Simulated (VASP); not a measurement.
HfO2:

```
Hf O
1.0
     0.00000    2.54881    2.54881
     2.54881    0.00000    2.54881
     2.54881    2.54881    0.00000
Hf O
1 2
Direct
  0.00000 0.00000 0.00000
  0.25000 0.25000 0.25000
  0.75000 0.75000 0.75000
```

Base run:

```yaml
Program: VASP 6.6.1
Functional: PBEsol
Potentials_or_basis: VASP PAW PBE potentials, release 64 (Hf_pv, O)
Cutoff: 520 eV
k_mesh: 8 × 8 × 8
Occupations: gaussian, width 0.02 eV
Spin: no spin polarisation
```

Its results: band gap on the k mesh 3.63 eV, direct; pressure -11.3 GPa.

The run is repeated on the same cell with these changes: functional from PBEsol to r2SCAN. What comes out?

Band gap on the k mesh 4.25 eV, direct; pressure -9.6 GPa.

r2SCAN gives the wider gap, since meta-GGAs in the generalised Kohn-Sham scheme recover part of the derivative discontinuity.

Caveats: the PAW data sets were made with another functional, which shifts forces and pressure a little; spin-orbit coupling is left out, which moves the levels of the heavy elements.

A k mesh can miss the band edges.
